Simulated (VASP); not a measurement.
# Pd (Im-3m) in VASP: single point with PBE

Aim: the single point of Pd with PBE.

Everything below comes from runs of VASP 6.6.1. Logs are shortened: lines on timing, memory, paths and dates and some standing lists are left out, and cuts for length are marked.

### Step 1. The cell of the first run

It takes space group Im-3m (No. 229, cubic). The conventional cell has a = 2.980 Å, b = 2.980 Å, c = 2.980 Å, α = 90.00°, β = 90.00°, γ = 90.00°. Pd (site symmetry m-3m) has 14 Pd at 2.58 to 2.98 Å within 3.4 Å.

### Step 2. Single point, PBE, collinear spin, zero start

File INCAR:

```
PREC = Accurate
ENCUT = 500
EDIFF = 1E-6
ISMEAR = -1
SIGMA = 0.1
LREAL = F
LASPH = T
NELM = 200
ALGO = Normal
ISIF = 2
LWAVE = F
LCHARG = F
ISPIN = 2
MAGMOM = 0
LORBIT = 11
LMAXMIX = 4
GGA = PE
NBANDS = 15
GGA_COMPAT = F
```

File KPOINTS:

```
regular mesh
0
Gamma
  8 8 8
```

File POSCAR:

```
Pd
1.0
   -1.4900000000      1.4900000000      1.4900000000
    1.4900000000     -1.4900000000      1.4900000000
    1.4900000000      1.4900000000     -1.4900000000
Pd
1
Direct
    0.0000000000      0.0000000000      0.0000000000
```

Potentials or basis: VASP PAW PBE potentials, release 64 (Pd).

Command:

```bash
cat potpaw_PBE.64/Pd/POTCAR > POTCAR
mpirun -np 1 vasp_std > vasp.out
```

OUTCAR:

```text
PREC = Accurate
   ENCUT = 500
   EDIFF = 1E-6
   ISMEAR = -1
   LREAL = F
   LASPH = T
   NELM = 200
   ISIF = 2
   ISPIN = 2
   LORBIT = 11
   GGA = PE

 ion  position               nearest neighbor table
   1  0.000  0.000  0.000-

  LATTYP: Found a body centered cubic cell.
 ALAT       =     2.9800000000

  Lattice vectors:

 A1 = (  -1.4900000000,   1.4900000000,   1.4900000000)
 A2 = (   1.4900000000,  -1.4900000000,   1.4900000000)
 A3 = (   1.4900000000,   1.4900000000,  -1.4900000000)

Analysis of symmetry for initial positions (statically):
=====================================================================
 Subroutine PRICEL returns:
 Original cell was already a primitive cell.

 Routine SETGRP: Setting up the symmetry group for a
 body centered cubic supercell.

 Subroutine GETGRP returns: Found 48 space group operations
 (whereof 48 operations were pure point group operations)
 out of a pool of 48 trial point group operations.

The static configuration has the point symmetry O_h .

Analysis of symmetry for dynamics (positions and initial velocities):
=====================================================================
 Subroutine PRICEL returns:
 Original cell was already a primitive cell.

 Routine SETGRP: Setting up the symmetry group for a
 body centered cubic supercell.

 Subroutine GETGRP returns: Found 48 space group operations
 (whereof 48 operations were pure point group operations)
 out of a pool of 48 trial point group operations.

The dynamic configuration has the point symmetry O_h .

Analysis of structural, dynamic, and magnetic symmetry:
=====================================================================
 Subroutine PRICEL returns:
 Original cell was already a primitive cell.

 Routine SETGRP: Setting up the symmetry group for a
 body centered cubic supercell.

 Subroutine GETGRP returns: Found 48 space group operations
 (whereof 48 operations were pure point group operations)
 out of a pool of 48 trial point group operations.

The overall configuration has the point symmetry O_h .

 Subroutine INISYM returns: Found 48 space group operations
 (whereof 48 operations are pure point group operations),
 and found     1 'primitive' translations

----------------------------------------------------------------------------------------

                                     Primitive cell

  volume of cell :      13.2318

  direct lattice vectors                    reciprocal lattice vectors
    -1.490000000  1.490000000  1.490000000     0.000000000  0.335570470  0.335570470
     1.490000000 -1.490000000  1.490000000     0.335570470  0.000000000  0.335570470
     1.490000000  1.490000000 -1.490000000     0.335570470  0.335570470  0.000000000

  length of vectors
     2.580755703  2.580755703  2.580755703     0.474568310  0.474568310  0.474568310

  position of ions in fractional coordinates (direct lattice)
     0.000000000  0.000000000  0.000000000

  ion indices of the primitive-cell ions
   primitive index   ion index
                 1           1

----------------------------------------------------------------------------------------

 KPOINTS: regular mesh

Automatic generation of k-mesh.
 Grid dimensions read from file:
 generate k-points for:    8    8    8

 Generating k-lattice:

  Cartesian coordinates                     Fractional coordinates (reciprocal lattice)
     0.000000000  0.041946309  0.041946309     0.125000000  0.000000000  0.000000000
     0.041946309  0.000000000  0.041946309     0.000000000  0.125000000  0.000000000
     0.041946309  0.041946309  0.000000000     0.000000000  0.000000000  0.125000000

  Length of vectors
     0.059321039  0.059321039  0.059321039

  Shift w.r.t. Gamma in fractional coordinates (k-lattice)
     0.000000000  0.000000000  0.000000000

 Subroutine IBZKPT returns following result:
 ===========================================

 Found     29 irreducible k-points:

 Following reciprocal coordinates:
            Coordinates               Weight
  0.000000  0.000000  0.000000      1.000000
  0.125000  0.000000  0.000000     12.000000
  0.250000  0.000000  0.000000     12.000000
  0.375000  0.000000  0.000000     12.000000
  0.500000  0.000000  0.000000      6.000000
  0.125000  0.125000  0.000000     24.000000
[... 16 lines left out ...]
 -0.250000  0.250000  0.250000      6.000000
 -0.375000  0.375000  0.250000     24.000000
 [... further k-points ...]
   k-points           NKPTS =     29   k-points in BZ     NKDIM =     29   number of bands    NBANDS=     15
   number of dos      NEDOS =    301   number of ions     NIONS =      1
   total plane-waves  NPLWV =   8000
   dimension x,y,z NGX =    20 NGY =   20 NGZ =   20
   dimension x,y,z NGXF=    40 NGYF=   40 NGZF=   40
   ions per type =               1
   NGX,Y,Z   is equivalent  to a cutoff of  12.88, 12.88, 12.88 a.u.
   NGXF,Y,Z  is equivalent  to a cutoff of  25.77, 25.77, 25.77 a.u.
 SYSTEM =  unknown system
   PREC   = accura    normal or accurate (medium, high low for compatibility)
   ISTART =      0    job   : 0-new  1-cont  2-samecut
   ICHARG =      2    charge: 1-file 2-atom 10-const
   ISPIN  =      2    spin polarized calculation?
   LNONCOLLINEAR =      F non collinear calculations
   LSORBIT =      F    spin-orbit coupling
   LASPH  =      T    aspherical Exc in radial PAW
   ENCUT  =  500.0 eV  36.75 Ry    6.06 a.u.   4.71  4.71  4.71*2*pi/ulx,y,z
   NELM   =    200;   NELMIN=  2; NELMDL= -5     # of ELM steps
   EDIFF  = 0.1E-05   stopping-criterion for ELM
   LREAL  =      F    real-space projection
   EDIFFG = 0.1E-04   stopping-criterion for IOM
   NSW    =      0    number of steps for IOM
   IBRION =     -1    ionic relax: 0-MD 1-quasi-New 2-CG
   NFREE  =      0    steps in history (QN), initial steepest desc. (CG)
   ISIF   =      2    stress and relaxation
   ISYM   =      2    0-nonsym 1-usesym 2-fastsym
   POTIM  = 0.5000    time-step for ionic-motion
   TEBEG  =    0.0;   TEEND  =   0.0 temperature during run
   PSTRESS=    0.0 pullay stress
   NELECT =      10.0000    total number of electrons
   NUPDOWN=      -1.0000    fix difference up-down
   EMIN   =  10.00;   EMAX   =-10.00  energy-range for DOS
   EFERMI =   0.00;   METHOD = LEGACY
   ISMEAR =    -1;   SIGMA  =   0.10  broadening in eV -4-tet -1-fermi 0-gaus
   EFERMI_NEDOS =   21; number of points for ismear=-14 and -15
   IALGO  =     38    algorithm
   IMIX   =      4    mixing-type and parameters
     AMIX     =   0.40;   BMIX     =  1.00
     AMIX_MAG =   1.60;   BMIX_MAG =  1.00
  volume/ion in A,a.u.               =      13.23        89.29
  Fermi-wavevector in a.u.,A,eV,Ry     =   1.491198  2.817955 30.254876  2.223671
  Thomas-Fermi vector in A             =   2.603883
   LORBIT       =     11    0 simple, 1 ext, 2 COOP (PROOUT), +10 PAW based schemes
   GGA     = PE    functional components
   LHFCALC =     F    Hartree Fock is set to
   AEXX    =    0.0000 exact exchange contribution
   IVDW    =     0    specifies the selected vdW correction
   LEPSILON=     F    determine dielectric tensor
   LRPA    =     F    only Hartree local field effects (RPA)
 spin polarized calculation
  energy-cutoff  :      500.00
  volume of cell :       13.23
 maximum number of plane-waves:       370
   NGX =  9   NGY =  9   NGZ =  9

 number of electron      10.0000004 magnetization      -0.0000118

 number of electron      10.0000004 magnetization       0.0000029

 Free energy of the ion-electron system (eV)
  ---------------------------------------------------
  ext. energy  EPLUGINS =         0.00000000
  ---------------------------------------------------
  free energy    TOTEN  =        -4.94487659 eV

  energy without entropy =       -4.90540997  energy(sigma->0) =       -4.92514328

 E-fermi :  11.7146     XC(G=0): -13.8679

 val. band max:       11.7010191119   @ k =  -0.3750   0.5000   0.1250
 cond. band min:      11.7458394215   @ k =  -0.3750   0.5000   0.2500
 fundamental gap:      0.0448203095
 Fermi energy:        11.7145841861

 spin component 1

 k-point     1 :       0.0000    0.0000    0.0000
  band No.  band energies     occupation
      1       3.7287      1.00000
      2       8.2296      1.00000
      3       8.2296      1.00000
      4       8.2296      1.00000
      5      10.5770      0.99999
      6      10.5770      0.99999
      7      31.2913      0.00000
      8      31.2913      0.00000
      9      31.2913      0.00000
     10      37.6752      0.00000
     11      41.1822      0.00000
     12      41.1822      0.00000
     13      43.0825      0.00000
     14      43.0825      0.00000
     15      43.0825      0.00000

 k-point     2 :       0.1250    0.0000    0.0000
  band No.  band energies     occupation
      1       4.3648      1.00000
      2       7.9940      1.00000
      3       8.2294      1.00000
      4       8.7257      1.00000
      5      10.3308      1.00000
      6      10.5971      0.99999
      7      31.0969      0.00000
      8      31.3460      0.00000
      9      32.1617      0.00000
     10      37.6181      0.00000
     11      38.2325      0.00000
     12      39.4698      0.00000
     13      40.9737      0.00000
     14      43.2498      0.00000
     15      45.3126      0.00000
[... 365 lines left out ...]
      3       8.9704      1.00000
      4       8.9704      1.00000
      5       9.9570      1.00000
      6      12.5270      0.00030
      7      29.5713      0.00000
      8      30.0873      0.00000
      9      30.0873      0.00000
     10      30.3165      0.00000
     11      37.6787      0.00000
     12      41.4868      0.00000
     13      41.4868      0.00000
     14      44.4168      0.00000
     15      45.0057      0.00000

 k-point    24 :      -0.3750    0.3750    0.2500
  band No.  band energies     occupation
      1       6.6964      1.00000
      2       7.1651      1.00000
      3       8.9733      1.00000
      4       9.6724      1.00000
      5      11.3717      0.96859
      6      14.9497      0.00000
      7      24.7302      0.00000
      8      27.3089      0.00000
      9      29.5881      0.00000
     10      32.1208      0.00000
     11      37.6365      0.00000
     12      41.7413      0.00000
     13      41.9567      0.00000
     14      44.0457      0.00000
     15      45.5183      0.00000

 [... further k-points ...]

 spin component 2

 k-point     1 :       0.0000    0.0000    0.0000
  band No.  band energies     occupation
      1       3.7287      1.00000
      2       8.2296      1.00000
      3       8.2296      1.00000
      4       8.2296      1.00000
      5      10.5770      0.99999
      6      10.5770      0.99999
      7      31.2913      0.00000
      8      31.2913      0.00000
      9      31.2913      0.00000
     10      37.6752      0.00000
     11      41.1822      0.00000
     12      41.1822      0.00000
     13      43.0825      0.00000
     14      43.0825      0.00000
     15      43.0825      0.00000

 k-point     2 :       0.1250    0.0000    0.0000
  band No.  band energies     occupation
      1       4.3648      1.00000
      2       7.9940      1.00000
      3       8.2294      1.00000
      4       8.7257      1.00000
      5      10.3308      1.00000
      6      10.5971      0.99999
      7      31.0969      0.00000
      8      31.3460      0.00000
      9      32.1617      0.00000
     10      37.6181      0.00000
     11      38.2325      0.00000
     12      39.4698      0.00000
     13      40.9737      0.00000
     14      43.2498      0.00000
     15      45.3126      0.00000
[... 365 lines left out ...]
      3       8.9704      1.00000
      4       8.9704      1.00000
      5       9.9570      1.00000
      6      12.5270      0.00030
      7      29.5713      0.00000
      8      30.0873      0.00000
      9      30.0873      0.00000
     10      30.3165      0.00000
     11      37.6787      0.00000
     12      41.4868      0.00000
     13      41.4868      0.00000
     14      44.4168      0.00000
     15      45.0057      0.00000

 k-point    24 :      -0.3750    0.3750    0.2500
  band No.  band energies     occupation
      1       6.6964      1.00000
      2       7.1651      1.00000
      3       8.9733      1.00000
      4       9.6724      1.00000
      5      11.3717      0.96859
      6      14.9497      0.00000
      7      24.7302      0.00000
      8      27.3089      0.00000
      9      29.5881      0.00000
     10      32.1208      0.00000
     11      37.6365      0.00000
     12      41.7413      0.00000
     13      41.9567      0.00000
     14      44.0457      0.00000
     15      45.5183      0.00000

 [... further k-points ...]
[... 5 lines left out ...]
  --------------------------------------------------------------------------------------
  -------------------------------------------------------------------------------------
  Total        3.2221936      3.2221936      3.2221936      0.0000000     -0.0000000      0.0000000
  in kB      390.1606108    390.1606108    390.1606108      0.0000000     -0.0000000      0.0000000
  external PRESSURE =     390.1606108 kB  Pullay stress =       0.0000000 kB

 VOLUME and BASIS-vectors are now :
 -----------------------------------------------------------------------------
  energy-cutoff  :      500.00
  volume of cell :       13.23
      direct lattice vectors                 reciprocal lattice vectors
    -1.490000000  1.490000000  1.490000000     0.000000000  0.335570470  0.335570470
     1.490000000 -1.490000000  1.490000000     0.335570470  0.000000000  0.335570470
     1.490000000  1.490000000 -1.490000000     0.335570470  0.335570470  0.000000000

 POSITION                                       TOTAL-FORCE (eV/Angst)
 -----------------------------------------------------------------------------------
      0.00000      0.00000      0.00000        -0.000000      0.000000     -0.000000
 -----------------------------------------------------------------------------------
    total drift:                                0.000000     -0.000000      0.000000

  FREE ENERGIE OF THE ION-ELECTRON SYSTEM (eV)
  ---------------------------------------------------
  free  energy   TOTEN  =        -4.9448765945 eV

  energy  without entropy=       -4.9054099663  energy(sigma->0) =       -4.92514328

 total charge

# of ion       s       p       d       tot
------------------------------------------
    1        0.548   0.588   8.579   9.715

 magnetization (x)

# of ion       s       p       d       tot
------------------------------------------
    1        0.000   0.000  -0.000  -0.000
```

It took 21 s on 1 thread of Intel Xeon 8259CL, shared host; peak memory 0.13 GiB.

Results:

| Quantity | Value |
| --- | --- |
| Free energy | -4.9449 eV |
| Pressure | 39.0 GPa |
| Band gap on the k mesh | zero (filled and empty bands overlap) |
| Net moment | 0.00 μB per cell |
| Valence electrons inside the program's atomic spheres | Pd 9.71 |

Caveat: the k points lie up to 0.37 Å⁻¹ apart.
